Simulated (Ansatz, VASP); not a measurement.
# AgCl: VASP beside Ansatz

```xyz
2
Lattice="3.3605 0.0000 0.0000 0.0000 3.3605 0.0000 0.0000 0.0000 3.3605" Properties=species:S:1:pos:R:3 pbc="T T T"
Ag    0.0000    0.0000    0.0000
Cl    1.6803    1.6803    1.6803
```

Alike in both runs: task single point; functional PBEsol; k mesh 12 × 12 × 12; occupations gaussian, width 0.05 eV; no spin polarisation.

|  | VASP | Ansatz |
| --- | --- | --- |
| version | VASP 6.6.1 | Ansatz 0.2.0 |
| potentials or method | VASP PAW PBE potentials, release 64 (Ag, Cl), cutoff 520 eV | scalar-relativistic, plane waves, PAW |
| valence electrons in the cell | 18 | 26 |

Ansatz gave:

| Quantity | Value |
| --- | --- |
| gap on the k mesh at the Fermi level (eV) | 0.43 |
| least direct gap on the mesh (eV) | 2.17 |
| pressure (GPa) | -1.6 |

Problem. What did VASP give for the same quantities?

Solution. gap on the k mesh at the Fermi level (eV): 0.43; least direct gap on the mesh (eV): 2.17; pressure (GPa): -1.7.

VASP's potentials were made for PBE, not for PBEsol. With one functional, cell and mesh, what is left measures potentials, basis and numerics. VASP's potentials hold 18 valence electrons a cell and Ansatz's 26, so a difference there can come from the potentials and not from the codes.
